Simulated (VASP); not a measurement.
TiBe2H6: single point with PBE

TiBe2H6:

```
Ti Be H
1.0
     0.00000    3.08968    3.08968
     3.08968    0.00000    3.08968
     3.08968    3.08968    0.00000
Ti Be H
1 2 6
Cartesian
  0.0000 0.0000 0.0000
  4.6345 4.6345 4.6345
  1.5448 1.5448 1.5448
  0.0000 1.5448 1.5448
  3.0897 1.5448 1.5448
  1.5448 0.0000 1.5448
  1.5448 3.0897 1.5448
  1.5448 1.5448 0.0000
  1.5448 1.5448 3.0897
```

This cell differs from its parent crystal: atoms taken out.

```json
{"Program": "VASP 6.6.1", "Task": "single point", "Functional": "PBE", "Potentials or basis": "VASP PAW PBE potentials, release 64 (Ti_sv, Be, H)", "Cutoff": "520 eV", "k mesh": "4 × 4 × 4", "Occupations": "gaussian, width 0.1 eV", "Spin": "no spin polarisation", "Dipole correction": "no", "Further INCAR settings": "ALGO = Normal; EDIFF = 1e-06; NBANDS = 21"}
```

- Pressure: -0.4 GPa
- Band gap on the k mesh: zero (bands 11 and 12 overlap by 1.22 eV)

Levels at points of the mesh, in eV from the Fermi level:
```
           k point  band 9  band 10  band 11  band 12  band 13  band 14
(0.00, 0.00, 0.00)   -2.90    -2.90     0.72     2.57     2.57     2.57
(0.50, 0.00, 0.00)   -4.83    -4.83    -0.93     0.03     0.03     1.78
(0.50, 0.50, 0.00)   -6.95    -0.91    -0.50    -0.50    -0.45     0.31
```

Run time: 15 s on 1 thread of AMD EPYC 7R43 64-Core Processor (Zen 3), on a shared host, peak memory 0.14 GiB.

Caveat: the k points lie up to 0.44 Å⁻¹ apart, too coarse for converged energies and pressures of a metal; the cell differs from its parent crystal (atoms taken out).
